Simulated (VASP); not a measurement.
InAs: single point with HSE06

InAs:

```xyz
2
Lattice="0.0000 3.0180 3.0180 3.0180 0.0000 3.0180 3.0180 3.0180 0.0000" Properties=species:S:1:pos:R:3 pbc="T T T"
In    0.0000    0.0000    0.0000
As    4.5270    4.5270    4.5270
```

```json
{
  "Program": "VASP 6.6.1",
  "Task": "single point",
  "Functional": "HSE06",
  "Potentials or basis": "VASP PAW PBE potentials, release 64 (In_d, As)",
  "Cutoff": "520 eV",
  "k mesh": "4 × 4 × 4",
  "Occupations": "fermi-dirac, width 0.05 eV",
  "Spin": "no spin polarisation"
}
```

```yaml
Pressure: 2.2 GPa
Band_gap_on_the_k_mesh: 0.61 eV
```

Levels at points of the mesh, in eV from the valence-band top:
| k point | band 5 | band 6 | band 7 | band 8 | band 9 | band 10 | band 11 | band 12 | band 13 | band 14 |
| --- | --- | --- | --- | --- | --- | --- | --- | --- | --- | --- |
| (0.00, 0.00, 0.00) | -16.02 | -13.05 | 0.00 | 0.00 | 0.00 | 0.61 | 4.68 | 4.68 | 4.68 | 8.50 |
| (0.50, 0.00, 0.00) | -16.02 | -11.42 | -6.27 | -1.08 | -1.08 | 1.70 | 5.46 | 5.46 | 7.73 | 10.16 |
| (0.50, 0.50, 0.00) | -16.00 | -10.80 | -6.34 | -2.54 | -2.54 | 2.12 | 2.74 | 10.37 | 10.54 | 10.54 |

Wall time 11 min on 1 thread of Intel Xeon 8259CL, with other jobs on the host, peak memory 0.29 GiB.

Caveat: the k points lie up to 0.45 Å⁻¹ apart; the PAW data sets were made with another functional, which shifts forces and pressure a little; spin-orbit coupling is left out, which moves the levels of the heavy elements.
